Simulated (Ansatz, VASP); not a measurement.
# CO2: VASP beside Ansatz

Contents of INCAR:

```
SYSTEM = CO2
  PREC = Accurate
  ENCUT = 520
  EDIFF = 1E-7
  ISMEAR = 0
  SIGMA = 0.05
  LREAL = .False.
  LASPH = .True.
  NELM = 60
  ALGO = Normal
  ISIF = 2
  LWAVE = .False.
  LCHARG = .False.
  GGA = PE
  NBANDS = 44
```

The input KPOINTS:

```
Automatic mesh
0
Gamma
  4 4 4
  0 0 0
```

The input POSCAR:

```
CO2
1.0
    6.0577362522      0.0000000000     -0.2271651095
    0.0000000000      6.0577362522      0.0000000000
   -0.2271651095      0.0000000000      5.8154268021
C O
4 8
Direct
    0.0000000000      0.0000000000      0.0000000000
    0.5000000000      0.0000000000      0.5000000000
    0.5000000000      0.5000000000      0.0000000000
    0.0000000000      0.5000000000      0.5000000000
    0.1114834447      0.1114834447      0.1114834447
    0.3885165553      0.8885165553      0.6114834447
    0.6114834447      0.3885165553      0.8885165553
    0.8885165553      0.6114834447      0.3885165553
    0.8885165553      0.8885165553      0.8885165553
    0.6114834447      0.1114834447      0.3885165553
    0.3885165553      0.6114834447      0.1114834447
    0.1114834447      0.3885165553      0.6114834447
```

Input for Ansatz:

```yaml
crystal:
  lattice:
    - [6.0577362522, 0.0, -0.2271651095]
    - [0.0, 6.0577362522, 0.0]
    - [-0.2271651095, 0.0, 5.8154268021]
  atoms:
    - { symbol: C, position: [0.0, 0.0, 0.0] }
    - { symbol: C, position: [0.5, 0.0, 0.5] }
    - { symbol: C, position: [0.5, 0.5, 0.0] }
    - { symbol: C, position: [0.0, 0.5, 0.5] }
    - { symbol: O, position: [0.1114834447, 0.1114834447, 0.1114834447] }
    - { symbol: O, position: [0.3885165553, 0.8885165553, 0.6114834447] }
    - { symbol: O, position: [0.6114834447, 0.3885165553, 0.8885165553] }
    - { symbol: O, position: [0.8885165553, 0.6114834447, 0.3885165553] }
    - { symbol: O, position: [0.8885165553, 0.8885165553, 0.8885165553] }
    - { symbol: O, position: [0.6114834447, 0.1114834447, 0.3885165553] }
    - { symbol: O, position: [0.3885165553, 0.6114834447, 0.1114834447] }
    - { symbol: O, position: [0.1114834447, 0.3885165553, 0.6114834447] }
basis:
  ecutwfc: 520.0
kpoints:
  mp_grid: { grid: [4, 4, 4] }
hamiltonian:
  xc: pbe
scf:
  occupations: { method: gaussian, width: 0.05 }
output:
  forces: true
  stress: true
  eigenvalues: true
```

Change from the starting cell: engineering shear strain xz -0.0750, normal strain along z -0.0400.

Alike in both runs: task single point; functional PBE; k mesh 4 × 4 × 4; occupations gaussian, width 0.05 eV; no spin polarisation.

|  | VASP | Ansatz |
| --- | --- | --- |
| version | VASP 6.6.1 | Ansatz 0.2.0 |
| potentials or method | VASP PAW PBE potentials, release 64 (C, O), cutoff 520 eV | scalar-relativistic, plane waves, PAW |
| valence electrons in the cell | 64 | 64 |

|  | VASP | Ansatz | Ansatz less VASP |
| --- | --- | --- | --- |
| gap on the k mesh at the Fermi level (eV) | 6.69 | 6.71 | +0.015 |
| least direct gap on the mesh (eV) | 6.69 | 6.71 | +0.015 |
| pressure (GPa) | 5.9 | 4.4 | -1.43 |
| traceless stress, the component that is largest in VASP (GPa) | 7.74 | 7.48 | -0.262 |
| rms of the force components (eV/Å) | 2.060 | 1.806 | -0.2541 |

Atom by atom the forces differ by 0.352 eV/Å (rms over components).

Noted on VASP's run: the standard files for N, O and F lose accuracy on very short bonds.
